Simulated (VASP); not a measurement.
BaTe, 2 atoms in the cell. It takes space group I4/mmm (No. 139, tetragonal). Conventional cell: a = 4.822 Å, b = 4.822 Å, c = 6.956 Å, α = 90.00°, β = 90.00°, γ = 90.00°. Within 4.5 Å of Ba (site symmetry 4/mmm) lie 6 Te at 3.41 to 3.48 Å. Te (site symmetry 4/mmm) has 6 Ba at 3.41 to 3.48 Å within 4.5 Å.  This cell differs from its parent crystal: zz strain of +2 %.

| Property | Result |
| --- | --- |
| Program | VASP 6.6.1 |
| Task | electric field gradients |
| Functional | PBEsol |
| Potentials or basis | VASP PAW PBE potentials, release 64 (Ba_sv, Te) |
| Cutoff | 400 eV |
| k mesh | 10 × 10 × 10 |
| Occupations | fermi-dirac, width 0.05 eV |
| Spin | no spin polarisation |
| Dipole correction | no |
| Further INCAR settings | ALGO = Normal; EDIFF = 1e-08; NBANDS = 15 |

Potentials or basis: VASP PAW PBE potentials, release 64 (Ba_sv, Te).

Launch:

```sh
$ cat potpaw_PBE.64/Ba_sv/POTCAR potpaw_PBE.64/Te/POTCAR > POTCAR
$ mpirun -np 1 vasp_std > vasp.out
```

Hardware: 1 thread of Intel(R) Xeon(R) 6975P-C (Granite Rapids), on a shared host.

How long does it take, and how much memory?

Run time: 30 s on 1 thread of Intel(R) Xeon(R) 6975P-C (Granite Rapids), with other jobs on the host, peak memory 0.23 GiB. Counts: scf iterations 16, k points 102.
